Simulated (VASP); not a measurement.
HfSi3O8: single point with PBE

HfSi3O8:

```xyz
12
Lattice="5.5015 0.0000 0.0000 0.0000 5.5015 0.0000 0.0000 0.0000 7.9864" Properties=species:S:1:pos:R:3 pbc="T T T"
Hf    2.7507    2.7507    0.0000
Si    0.0000    0.0000    3.9932
Si    2.7507    0.0000    2.2305
Si    0.0000    2.7507    5.7559
O     1.3805    0.0000    3.1220
O     4.2154    2.7507    6.7356
O     4.1209    0.0000    3.1220
O     1.2860    2.7507    6.7356
O     0.0000    4.1209    4.8644
O     2.7507    1.2860    1.2508
O     0.0000    1.3805    4.8644
O     2.7507    4.2154    1.2508
```

| Property | Result |
| --- | --- |
| Program | VASP 6.6.1 |
| Task | single point |
| Functional | PBE |
| Potentials or basis | VASP PAW PBE potentials, release 64 (Hf_pv, Si, O) |
| Cutoff | 520 eV |
| k mesh | 4 × 4 × 4 |
| Occupations | gaussian, width 0.02 eV |
| Spin | no spin polarisation |
| Dipole correction | no |
| Further INCAR settings | ALGO = Normal; EDIFF = 1e-06; NBANDS = 47 |

```
Pressure               : -0.2 GPa
Largest force          : 0.193 eV/Å
Band gap on the k mesh : 4.66 eV (least direct gap 4.71 eV)
```

Forces on the atoms (eV/Å):
```
Hf   0.000  0.000  0.000
Si   0.000  0.000  0.000
Si   0.000  0.000  0.039
Si   0.000  0.000 -0.039
O    0.003  0.000 -0.004
O   -0.148  0.000  0.125
O   -0.003  0.000 -0.004
O    0.148  0.000  0.125
O    0.000 -0.003  0.004
O    0.000  0.148 -0.125
O    0.000  0.003  0.004
O    0.000 -0.148 -0.125
```

Levels at points of the mesh, in eV from the valence-band top:
| k point | band 33 | band 34 | band 35 | band 36 | band 37 | band 38 |
| --- | --- | --- | --- | --- | --- | --- |
| (0.00, 0.00, 0.00) | -0.11 | -0.04 | -0.04 | 4.66 | 6.37 | 6.49 |
| (0.50, 0.00, 0.00) | -0.46 | -0.45 | -0.11 | 5.83 | 6.33 | 6.44 |
| (0.50, 0.50, 0.00) | -0.73 | -0.73 | -0.59 | 6.04 | 6.38 | 6.92 |
| (0.00, 0.00, 0.50) | -0.46 | -0.16 | -0.16 | 5.30 | 5.80 | 6.29 |
| (0.50, 0.00, 0.50) | -0.79 | -0.18 | 0.00 | 5.93 | 6.26 | 6.60 |
| (0.50, 0.50, 0.50) | -0.80 | -0.62 | -0.62 | 6.13 | 6.55 | 6.87 |

Wall time 2.1 min on 1 thread of Intel(R) Xeon(R) 6975P-C (Granite Rapids), with other jobs on the host, peak memory 0.41 GiB.

Caveat: spin-orbit coupling is left out, which moves the levels of the heavy elements. A k mesh can miss the band edges.
